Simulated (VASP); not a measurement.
A run of VASP 6.6.1:

INCAR

```
SYSTEM = HfC
PREC = Accurate
ENCUT = 700
EDIFF = 1E-6
ISMEAR = 0
SIGMA = 0.1
LREAL = .FALSE.
LASPH = .TRUE.
NELM = 120
ALGO = Normal
ISIF = 2
LWAVE = .FALSE.
LCHARG = .FALSE.
GGA = PS
ISYM = -1
NBANDS = 22
GGA_COMPAT = .FALSE.
```

KPOINTS

```
explicit points
72
Reciprocal
  0.08333333   0.08333333   0.12500000 2
  0.08333333   0.08333333   0.37500000 2
  0.08333333   0.08333333   0.62500000 2
  0.08333333   0.08333333   0.87500000 2
  0.08333333   0.25000000   0.12500000 2
  0.08333333   0.25000000   0.37500000 2
  0.08333333   0.25000000   0.62500000 2
  0.08333333   0.25000000   0.87500000 2
  0.08333333   0.41666667   0.12500000 2
  0.08333333   0.41666667   0.37500000 2
  0.08333333   0.41666667   0.62500000 2
  0.08333333   0.41666667   0.87500000 2
  0.08333333   0.58333333   0.12500000 2
  0.08333333   0.58333333   0.37500000 2
  0.08333333   0.58333333   0.62500000 2
  0.08333333   0.58333333   0.87500000 2
  0.08333333   0.75000000   0.12500000 2
  0.08333333   0.75000000   0.37500000 2
  0.08333333   0.75000000   0.62500000 2
  0.08333333   0.75000000   0.87500000 2
  0.08333333   0.91666667   0.12500000 2
  0.08333333   0.91666667   0.37500000 2
  0.08333333   0.91666667   0.62500000 2
  0.08333333   0.91666667   0.87500000 2
  0.25000000   0.08333333   0.12500000 2
  0.25000000   0.08333333   0.37500000 2
  0.25000000   0.08333333   0.62500000 2
  0.25000000   0.08333333   0.87500000 2
  0.25000000   0.25000000   0.12500000 2
  0.25000000   0.25000000   0.37500000 2
  0.25000000   0.25000000   0.62500000 2
  0.25000000   0.25000000   0.87500000 2
  0.25000000   0.41666667   0.12500000 2
  0.25000000   0.41666667   0.37500000 2
  0.25000000   0.41666667   0.62500000 2
  0.25000000   0.41666667   0.87500000 2
  0.25000000   0.58333333   0.12500000 2
  0.25000000   0.58333333   0.37500000 2
  0.25000000   0.58333333   0.62500000 2
  0.25000000   0.58333333   0.87500000 2
  0.25000000   0.75000000   0.12500000 2
  0.25000000   0.75000000   0.37500000 2
  0.25000000   0.75000000   0.62500000 2
  0.25000000   0.75000000   0.87500000 2
  0.25000000   0.91666667   0.12500000 2
  0.25000000   0.91666667   0.37500000 2
  0.25000000   0.91666667   0.62500000 2
  0.25000000   0.91666667   0.87500000 2
  0.41666667   0.08333333   0.12500000 2
  0.41666667   0.08333333   0.37500000 2
  0.41666667   0.08333333   0.62500000 2
  0.41666667   0.08333333   0.87500000 2
  0.41666667   0.25000000   0.12500000 2
  0.41666667   0.25000000   0.37500000 2
  0.41666667   0.25000000   0.62500000 2
  0.41666667   0.25000000   0.87500000 2
  0.41666667   0.41666667   0.12500000 2
  0.41666667   0.41666667   0.37500000 2
  0.41666667   0.41666667   0.62500000 2
  0.41666667   0.41666667   0.87500000 2
  0.41666667   0.58333333   0.12500000 2
  0.41666667   0.58333333   0.37500000 2
  0.41666667   0.58333333   0.62500000 2
  0.41666667   0.58333333   0.87500000 2
  0.41666667   0.75000000   0.12500000 2
  0.41666667   0.75000000   0.37500000 2
  0.41666667   0.75000000   0.62500000 2
  0.41666667   0.75000000   0.87500000 2
  0.41666667   0.91666667   0.12500000 2
  0.41666667   0.91666667   0.37500000 2
  0.41666667   0.91666667   0.62500000 2
  0.41666667   0.91666667   0.87500000 2
```

The input POSCAR:

```
HfC
1.0
    3.3428660000      0.0000000000      0.0000000000
   -1.6714330000      2.8950070000      0.0000000000
    0.0000000000      0.0000000000      5.2027140000
Hf C
2 2
Direct
    0.6666666667      0.3333333333      0.7500000000
    0.3333333333      0.6666666667      0.2500000000
   -0.0345422308     -0.0690844616      0.0000000000
    0.0000000000      0.0000000000      0.5000000000
```

Potentials or basis: VASP PAW PBE potentials, release 64 (Hf_pv, C).

Run with:

```bash
$ cat potpaw_PBE.64/Hf_pv/POTCAR potpaw_PBE.64/C/POTCAR > POTCAR
$ mpirun -np 1 vasp_std > vasp.out
```

Hardware: 1 thread of Intel(R) Xeon(R) Platinum 8375C CPU @ 2.90GHz (Ice Lake), on a shared host.

How long does it take, and how much memory?

It took 96 s on 1 thread of Intel(R) Xeon(R) Platinum 8375C CPU @ 2.90GHz (Ice Lake) (shared host), peak memory 0.26 GiB. Counts: scf iterations 13, k points 72.
